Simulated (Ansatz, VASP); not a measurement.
**Ga2BAs3: VASP beside Ansatz**

```
B Ga As
1.0
     3.80894    0.00000    0.00000
    -1.90447    3.29864    0.00000
     0.00000    0.00000    9.41353
B Ga As
1 2 3
Direct
  0.00000 0.00000 0.00612
  0.66667 0.33333 0.67763
  0.33333 0.66667 0.32272
  0.66667 0.33333 0.93744
  0.33333 0.66667 0.58041
  0.00000 0.00000 0.22568
```

Alike in both runs: task single point; functional PBE; k mesh 12 × 12 × 4; occupations fermi-dirac, width 0.02 eV; no spin polarisation.

```csv
,VASP,Ansatz
version,VASP 6.6.1,Ansatz 0.2.0
potentials or method,"VASP PAW PBE potentials, release 64 (B, Ga_d, As)","plane waves, PAW"
plane-wave cutoff (eV),520,420
valence electrons in the cell,44,74
```

|  | VASP | Ansatz | Ansatz less VASP |
| --- | --- | --- | --- |
| pressure (GPa) | 2.8 | 2.6 | -0.24 |
| traceless stress, the component that is largest in VASP (GPa) | 0.25 | 0.20 | -0.054 |
| rms of the force components (eV/Å) | 0.065 | 0.064 | -0.0002 |

Atom by atom the forces differ by 0.010 eV/Å (rms over components). VASP's potentials hold 44 valence electrons a cell and Ansatz's 74, so a difference there can come from the potentials and not from the codes.
